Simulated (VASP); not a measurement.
# NiO2 (P-3m1) in VASP: notebook, part 3 of 3

VASP 6.6.1. Earlier steps stand in the parts before.

**5. Single point, PBEsol (c/a of the conventional cell at fixed volume 1.6433)**

Contents of INCAR:

```
SYSTEM = NiO2
ALGO     = Normal         ! electronic algorithm
EDIFF    = 1E-6           ! SCF threshold, eV
ENCUT    = 520            ! plane-wave cutoff, eV
GGA      = PS             ! functional
ISIF     = 2              ! what is computed and relaxed
ISMEAR   = 0              ! smearing method
LASPH    = .True.         ! aspherical terms in the spheres
LCHARG   = .False.        ! write CHGCAR
LREAL    = .False.        ! projectors in reciprocal space
LWAVE    = .False.        ! write WAVECAR
NBANDS   = 18             ! bands
NELM     = 60             ! most SCF steps
PREC     = Accurate       ! precision mode
SIGMA    = 0.05           ! smearing width, eV
```

Contents of KPOINTS:

```
k-points
0
Gamma
  12 12 6
  0 0 0
```

Contents of POSCAR:

```
NiO2
1.0
    2.8624235356      0.0000000000      0.0000000000
   -1.4312117678      2.4789314982      0.0000000000
    0.0000000000      0.0000000000      4.7038205961
Ni O
1 2
Direct
    0.0000000000      0.0000000000      0.5000000000
    0.6666666667      0.3333333333      0.6625222406
    0.3333333333      0.6666666667      0.3374777594
```

Potentials or basis: VASP PAW PBE potentials, release 64 (Ni, O).

Command:

```sh
> cat potpaw_PBE.64/Ni/POTCAR potpaw_PBE.64/O/POTCAR > POTCAR
> mpirun -np 1 vasp_std > vasp.out
```

OUTCAR:

```text
SYSTEM = NiO2
   EDIFF = 1E-6
   ENCUT = 520
   GGA = PS
   ISIF = 2
   ISMEAR = 0
   LASPH = .True.
   LREAL = .False.
   NELM = 60
   PREC = Accurate

 ion  position               nearest neighbor table
   1  0.000  0.000  0.500-   2 1.82   3 1.82   3 1.82   2 1.82   2 1.82   3 1.82
   2  0.667  0.333  0.663-   1 1.82   1 1.82   1 1.82
   3  0.333  0.667  0.337-   1 1.82   1 1.82   1 1.82

  LATTYP: Found a hexagonal cell.
 ALAT       =     2.8624235356
 C/A-ratio  =     1.6433000000

  Lattice vectors:

 A1 = (   2.8624235356,   0.0000000000,   0.0000000000)
 A2 = (  -1.4312117678,   2.4789314982,   0.0000000000)
 A3 = (   0.0000000000,   0.0000000000,   4.7038205961)

Analysis of symmetry for initial positions (statically):
=====================================================================
 Subroutine PRICEL returns:
 Original cell was already a primitive cell.

 Routine SETGRP: Setting up the symmetry group for a
 hexagonal supercell.

 Subroutine GETGRP returns: Found 12 space group operations
 (whereof 12 operations were pure point group operations)
 out of a pool of 24 trial point group operations.

The static configuration has the point symmetry D_3d.

Analysis of symmetry for dynamics (positions and initial velocities):
=====================================================================
 Subroutine PRICEL returns:
 Original cell was already a primitive cell.

 Routine SETGRP: Setting up the symmetry group for a
 hexagonal supercell.

 Subroutine GETGRP returns: Found 12 space group operations
 (whereof 12 operations were pure point group operations)
 out of a pool of 24 trial point group operations.

The dynamic configuration has the point symmetry D_3d.

 Subroutine INISYM returns: Found 12 space group operations
 (whereof 12 operations are pure point group operations),
 and found     1 'primitive' translations

----------------------------------------------------------------------------------------

                                     Primitive cell

  volume of cell :      33.3771

  direct lattice vectors                    reciprocal lattice vectors
     2.862423536  0.000000000  0.000000000     0.349354310  0.201699805  0.000000000
    -1.431211768  2.478931498  0.000000000     0.000000000  0.403399610  0.000000000
     0.000000000  0.000000000  4.703820596     0.000000000  0.000000000  0.212593142

  length of vectors
     2.862423536  2.862423536  4.703820596     0.403399610  0.403399610  0.212593142

  position of ions in fractional coordinates (direct lattice)
     0.000000000  0.000000000  0.500000000
     0.666666667  0.333333333  0.662522241
     0.333333333  0.666666667  0.337477759

  ion indices of the primitive-cell ions
   primitive index   ion index
                 1           1
                 2           2
                 3           3

----------------------------------------------------------------------------------------

 KPOINTS: k-points

Automatic generation of k-mesh.
 Grid dimensions read from file:
 generate k-points for:   12   12    6

 Generating k-lattice:

  Cartesian coordinates                     Fractional coordinates (reciprocal lattice)
     0.029112859  0.016808317  0.000000000     0.083333333 -0.000000000  0.000000000
     0.000000000  0.033616634  0.000000000     0.000000000  0.083333333  0.000000000
     0.000000000  0.000000000  0.035432190     0.000000000  0.000000000  0.166666667

  Length of vectors
     0.033616634  0.033616634  0.035432190

  Shift w.r.t. Gamma in fractional coordinates (k-lattice)
     0.000000000  0.000000000  0.000000000

 Subroutine IBZKPT returns following result:
 ===========================================

 Found    100 irreducible k-points:

 Following reciprocal coordinates:
            Coordinates               Weight
  0.000000  0.000000  0.000000      1.000000
  0.083333  0.000000  0.000000      6.000000
  0.166667  0.000000  0.000000      6.000000
  0.250000  0.000000  0.000000      6.000000
  0.333333  0.000000  0.000000      6.000000
  0.416667  0.000000  0.000000      6.000000
[... 16 lines left out ...]
  0.166667  0.000000  0.166667      6.000000
  0.000000  0.166667  0.166667      6.000000
 [... further k-points ...]
   k-points           NKPTS =    100   k-points in BZ     NKDIM =    100   number of bands    NBANDS=     18
   number of dos      NEDOS =    301   number of ions     NIONS =      3
   total plane-waves  NPLWV =  20736
   dimension x,y,z NGX =    24 NGY =   24 NGZ =   36
   dimension x,y,z NGXF=    48 NGYF=   48 NGZF=   72
   ions per type =               1   2
   NGX,Y,Z   is equivalent  to a cutoff of  13.94, 13.94, 12.72 a.u.
   NGXF,Y,Z  is equivalent  to a cutoff of  27.88, 27.88, 25.45 a.u.
 SYSTEM =  NiO2
   PREC   = accura    normal or accurate (medium, high low for compatibility)
   ISTART =      0    job   : 0-new  1-cont  2-samecut
   ICHARG =      2    charge: 1-file 2-atom 10-const
   ISPIN  =      1    spin polarized calculation?
   LNONCOLLINEAR =      F non collinear calculations
   LSORBIT =      F    spin-orbit coupling
   LASPH  =      T    aspherical Exc in radial PAW
   ENCUT  =  520.0 eV  38.22 Ry    6.18 a.u.   5.32  5.32  8.75*2*pi/ulx,y,z
   NELM   =     60;   NELMIN=  2; NELMDL= -5     # of ELM steps
   EDIFF  = 0.1E-05   stopping-criterion for ELM
   LREAL  =      F    real-space projection
   EDIFFG = 0.1E-04   stopping-criterion for IOM
   NSW    =      0    number of steps for IOM
   IBRION =     -1    ionic relax: 0-MD 1-quasi-New 2-CG
   NFREE  =      0    steps in history (QN), initial steepest desc. (CG)
   ISIF   =      2    stress and relaxation
   ISYM   =      2    0-nonsym 1-usesym 2-fastsym
   POTIM  = 0.5000    time-step for ionic-motion
   TEBEG  =    0.0;   TEEND  =   0.0 temperature during run
   PSTRESS=    0.0 pullay stress
   NELECT =      22.0000    total number of electrons
   NUPDOWN=      -1.0000    fix difference up-down
   EMIN   =  10.00;   EMAX   =-10.00  energy-range for DOS
   EFERMI =   0.00;   METHOD = LEGACY
   ISMEAR =     0;   SIGMA  =   0.05  broadening in eV -4-tet -1-fermi 0-gaus
   EFERMI_NEDOS =   21; number of points for ismear=-14 and -15
   IALGO  =     38    algorithm
   IMIX   =      4    mixing-type and parameters
     AMIX     =   0.40;   BMIX     =  1.00
     AMIX_MAG =   1.60;   BMIX_MAG =  1.00
  volume/ion in A,a.u.               =      11.13        75.08
  Fermi-wavevector in a.u.,A,eV,Ry     =   1.424730  2.692350 27.617874  2.029856
  Thomas-Fermi vector in A             =   2.545190
   LORBIT       =      0    0 simple, 1 ext, 2 COOP (PROOUT), +10 PAW based schemes
   GGA     = PS    functional components
   LHFCALC =     F    Hartree Fock is set to
   AEXX    =    0.0000 exact exchange contribution
   IVDW    =     0    specifies the selected vdW correction
   LEPSILON=     F    determine dielectric tensor
   LRPA    =     F    only Hartree local field effects (RPA)
 non-spin polarized calculation
 Gauss-broadening in eV      SIGMA  =   0.05
  energy-cutoff  :      520.00
  volume of cell :       33.38
 maximum number of plane-waves:       912
 NGX is ok and might be reduce to    24

 number of electron      22.0000000 magnetization

 Free energy of the ion-electron system (eV)
  ---------------------------------------------------
  ext. energy  EPLUGINS =         0.00000000
  ---------------------------------------------------
  free energy    TOTEN  =       -18.36590933 eV

  energy without entropy =      -18.36590933  energy(sigma->0) =      -18.36590933

 E-fermi :   2.6848     XC(G=0): -10.3532

 val. band max:        2.4139981412   @ k =   0.0000   0.0000   0.5000
 cond. band min:       3.1684810038   @ k =   0.3333   0.0000   0.3333
 fundamental gap:      0.7544828626
 Fermi energy:         2.6847859226

 k-point     1 :       0.0000    0.0000    0.0000
  band No.  band energies     occupation
      1     -18.2480      2.00000
      2     -14.5449      2.00000
      3      -4.5357      2.00000
      4      -4.5357      2.00000
      5      -3.2907      2.00000
      6      -0.0491      2.00000
[... 10 lines left out ...]
     17      20.9684      0.00000
     18      20.9684      0.00000
[... 466 lines left out ...]
      2     -14.7386      2.00000
      3      -4.4654      2.00000
      4      -4.2471      2.00000
      5      -2.9089      2.00000
      6      -1.2203      2.00000
[... 10 lines left out ...]
     17      19.2942      0.00000
     18      22.1011      0.00000

 [... further k-points ...]

------------------------ aborting loop because EDIFF is reached ----------------------------------------

  FORCE on cell =-STRESS in cart. coord.  units (eV):
  Direction    XX          YY          ZZ          XY          YZ          ZX
  --------------------------------------------------------------------------------------
  -------------------------------------------------------------------------------------
  Total        2.0569107      2.0569107      3.8719076      0.0000000     -0.0000000      0.0000000
  in kB       98.7363014     98.7363014    185.8601966      0.0000000     -0.0000000      0.0000000
  external PRESSURE =     127.7775998 kB  Pullay stress =       0.0000000 kB

 VOLUME and BASIS-vectors are now :
 -----------------------------------------------------------------------------
  energy-cutoff  :      520.00
  volume of cell :       33.38
      direct lattice vectors                 reciprocal lattice vectors
     2.862423536  0.000000000  0.000000000     0.349354310  0.201699805  0.000000000
    -1.431211768  2.478931498  0.000000000     0.000000000  0.403399610  0.000000000
     0.000000000  0.000000000  4.703820596     0.000000000  0.000000000  0.212593142

 POSITION                                       TOTAL-FORCE (eV/Angst)
 -----------------------------------------------------------------------------------
      0.00000      0.00000      2.35191         0.000000      0.000000      0.000000
      1.43121      0.82631      3.11639         0.000000      0.000000      2.592605
     -0.00000      1.65262      1.58743        -0.000000      0.000000     -2.592605
 -----------------------------------------------------------------------------------
    total drift:                                0.000000     -0.000000      0.000000

  FREE ENERGIE OF THE ION-ELECTRON SYSTEM (eV)
  ---------------------------------------------------
  free  energy   TOTEN  =       -18.3659093305 eV

  energy  without entropy=      -18.3659093305  energy(sigma->0) =      -18.36590933
```

Run time: 38 s. Hardware: 1 thread of Intel Xeon Platinum 8488C (Sapphire Rapids), shared host; peak memory 0.19 GiB.

Results:

```
Free energy            : -18.3659 eV
Pressure               : 12.8 GPa
Largest force          : 2.593 eV/Å
Band gap on the k mesh : 0.75 eV, indirect (least direct gap 1.18 eV)
```

Forces on the atoms (eV/Å):
```
Ni   0.000  0.000  0.000
O    0.000  0.000  2.593
O    0.000  0.000 -2.593
```

Caveat: the PAW data sets were made with another functional, which shifts forces and pressure a little.

**6. Single point, PBEsol (c/a of the conventional cell at fixed volume 1.7861)**

Contents of INCAR:

```
PREC = Accurate ; ENCUT = 520
EDIFF = 1E-6 ; ISMEAR = 0
SIGMA = 0.05 ; LREAL = F
LASPH = T ; NELM = 100
ALGO = Normal ; ISIF = 2
LWAVE = F ; LCHARG = F
GGA = PS ; NBANDS = 18
```

Contents of KPOINTS:

```
regular mesh
0
Gamma
  12 12 6
```

Contents of POSCAR:

```
NiO2
1.0
    2.7839850047      0.0000000000      0.0000000000
   -1.3919925024      2.4110017378      0.0000000000
    0.0000000000      0.0000000000      4.9726140668
Ni O
1 2
Direct
    0.0000000000      0.0000000000      0.5000000000
    0.6666666667      0.3333333333      0.7127976082
    0.3333333333      0.6666666667      0.2872023918
```

Potentials or basis: VASP PAW PBE potentials, release 64 (Ni, O).

Command:

```sh
> cat potpaw_PBE.64/Ni/POTCAR potpaw_PBE.64/O/POTCAR > POTCAR
> mpirun -np 1 vasp_std > vasp.out
```

Wall time 38 s (1 thread of Intel Xeon Platinum 8488C (Sapphire Rapids), shared host); peak memory 0.2 GiB.

Results (log left out):

```yaml
Free_energy: -18.5029 eV
Pressure: -14.2 GPa
Largest_force: 2.022 eV/Å
Band_gap_on_the_k_mesh: 0.92 eV, indirect (least direct gap 1.02 eV)
```

Forces in eV/Å, atoms in the order of the input:
```
Ni   0.000  0.000  0.000
O    0.000  0.000 -2.022
O    0.000  0.000  2.022
```

Stress tensor (GPa, compression positive):
```
-10.96   0.00   0.00
  0.00 -10.96   0.00
  0.00   0.00 -20.73
```

Levels at points of the mesh, in eV from the valence-band top:
```tsv
k point	band 8	band 9	band 10	band 11	band 12	band 13	band 14	band 15
(0.00, 0.00, 0.00)	-0.72	-0.63	-0.63	-0.54	2.03	2.03	7.29	11.07
(0.50, 0.00, 0.00)	-2.01	-1.56	-1.34	-0.73	1.63	1.96	11.79	12.95
(0.00, 0.00, 0.50)	-1.79	-0.66	-0.66	-0.27	2.06	2.06	8.87	9.89
(0.50, 0.00, 0.50)	-1.60	-1.57	-1.34	-0.77	1.64	1.90	11.41	12.35
```

Caveat: the PAW data sets were made with another functional, which shifts forces and pressure a little.

**7. Overview**

```csv
cell,gap on the mesh (eV),pressure (GPa),largest force (eV/Å)
"a = 2.748, b = 2.748, c = 5.104 Å, angles 90.0, 90.0, 120.0°, 3 atoms",0.96,50.7,6.04
"a = 2.822, b = 2.822, c = 4.839 Å, angles 90.0, 90.0, 120.0°, 3 atoms",0.73,39.7,5.38
"a = 2.862, b = 2.862, c = 4.704 Å, angles 90.0, 90.0, 120.0°, 3 atoms",0.75,12.8,2.59
"a = 2.784, b = 2.784, c = 4.973 Å, angles 90.0, 90.0, 120.0°, 3 atoms",0.92,-14.2,2.02
```

Some of these runs hold the atoms at other places in the same cell, which the table doesn't show; runs alike in all that it shows share one row.

Alike in all rows: task single point; level PBEsol; potentials or basis VASP PAW PBE potentials, release 64 (Ni, O); no spin polarisation; k mesh 12 × 12 × 6; cutoff (eV) 520; smearing gaussian 0.05 eV.

Caveats: the PAW data sets were made with another functional, which shifts forces and pressure a little.

Total energies depend on the potentials used, so only differences within one code and one set of settings carry meaning.
